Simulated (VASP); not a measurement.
Set up this calculation in VASP 6.6.1, as the native input.

- Task: single point
- Functional: PBE
- Potentials or basis: VASP PAW PBE potentials, release 64 (Hf_pv)
- Cutoff: 520 eV
- k mesh: 10 × 10 × 10
- Occupations: gaussian, width 0.013 eV
- Spin: no spin polarisation
- Dipole correction: no
- Further INCAR settings: ALGO = Normal; EDIFF = 1e-07; NBANDS = 11

The structure of Hf lies in POSCAR:

```
Hf
1.0
    0.0000000000      2.2200000000      2.2200000000
    2.2200000000      0.0000000000      2.2200000000
    2.2200000000      2.2200000000      0.0000000000
Hf
1
Direct
    0.0000000000      0.0000000000      0.0000000000
```

One way to write it, as run:

INCAR

```
SYSTEM = Hf
PREC = Accurate
ENCUT = 520
EDIFF = 1E-7
ISMEAR = 0
SIGMA = 0.013000000000000001
LREAL = .FALSE.
LASPH = .TRUE.
NELM = 80
ALGO = Normal
ISIF = 2
LWAVE = .FALSE.
LCHARG = .FALSE.
GGA = PE
NBANDS = 11
```

KPOINTS

```
regular mesh
0
G
  10 10 10
  0 0 0
```

Potentials or basis: VASP PAW PBE potentials, release 64 (Hf_pv).

The run is started by

```bash
$ cat potpaw_PBE.64/Hf_pv/POTCAR > POTCAR
$ mpirun -np 1 vasp_std > vasp.out
```

Results of the run:

The pressure is 2.5 GPa and the band gap on the k mesh is zero (band 5 reaches 6.32 eV, above the bottom of band 6 at 4.50 eV).

Caveat: spin-orbit coupling is left out, which moves the levels of the heavy elements.

Run time: 14 s on 1 thread of AMD EPYC 7R13, with other jobs on the host, peak memory 0.14 GiB.
